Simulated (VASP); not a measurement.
Runs of VASP 6.6.1 on Ge. The structure is that of space group P6_3/mmc (No. 194), or close to it. The cells are those of the table. 

```tsv
cell	gap on the mesh (eV)	pressure (GPa)	largest force (eV/Å)
a = 4.110, b = 4.110, c = 6.240 Å, angles 90.0, 90.0, 120.0°, 4 atoms	none	0.9	1.03
a = 3.761, b = 3.761, c = 7.449 Å, angles 90.0, 90.0, 120.0°, 4 atoms	none	3.5	(a)
a = 3.872, b = 3.872, c = 7.029 Å, angles 90.0, 90.0, 120.0°, 4 atoms	none	1.0	(b)
a = 4.219, b = 4.219, c = 5.919 Å, angles 90.0, 90.0, 120.0°, 4 atoms	none	3.8	(c)
```

Alike in all rows: task single point; level PBEsol; potentials or basis VASP PAW PBE potentials, release 64 (Ge_d); no spin polarisation; k mesh 18 × 18 × 8; cutoff (eV) 520; smearing gaussian 0.15 eV.

Problem. Estimate the missing entries.

Solution. (a) 0.90; (b) 0.63; (c) 2.58.

Caveats: the PAW data sets were made with another functional, which shifts forces and pressure a little.

A k mesh can miss the band edges, and the runs leave out spin-orbit coupling on Ge.

A gap of «none» marks levels without a gap at the run's occupations.
